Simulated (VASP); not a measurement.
Ti: single point with revPBE

The system is Ti.

```xyz
1
Lattice="0.0000 2.0728 2.0728 2.0728 0.0000 2.0728 2.0728 2.0728 0.0000" Properties=species:S:1:pos:R:3 pbc="T T T"
Ti    0.0000    0.0000    0.0000
```

```json
{
 "Program": "VASP 6.6.1",
 "Task": "single point",
 "Functional": "revPBE",
 "Potentials or basis": "VASP PAW PBE potentials, release 64 (Ti_sv)",
 "Cutoff": "520 eV",
 "k mesh": "21 × 21 × 21",
 "Occupations": "fermi-dirac, width 0.1 eV",
 "Spin": "no spin polarisation"
}
```

| Property | Result |
| --- | --- |
| Pressure | -0.2 GPa |
| Band gap on the k mesh | zero (band 6 reaches 8.91 eV, above the bottom of band 7 at 7.62 eV) |

Levels at points of the mesh, in eV from the Fermi level:
| k point | band 3 | band 4 | band 5 | band 6 | band 7 | band 8 | band 9 | band 10 |
| --- | --- | --- | --- | --- | --- | --- | --- | --- |
| (0.00, 0.00, 0.00) | -32.69 | -32.69 | -6.05 | 0.87 | 0.87 | 0.87 | 2.45 | 2.45 |

It took 38 s on 1 thread of AMD EPYC 9R45 96-Core Processor (Zen 5), on a shared host, peak memory 0.15 GiB.

Caveat: the PAW data sets were made with another functional, which shifts forces and pressure a little.
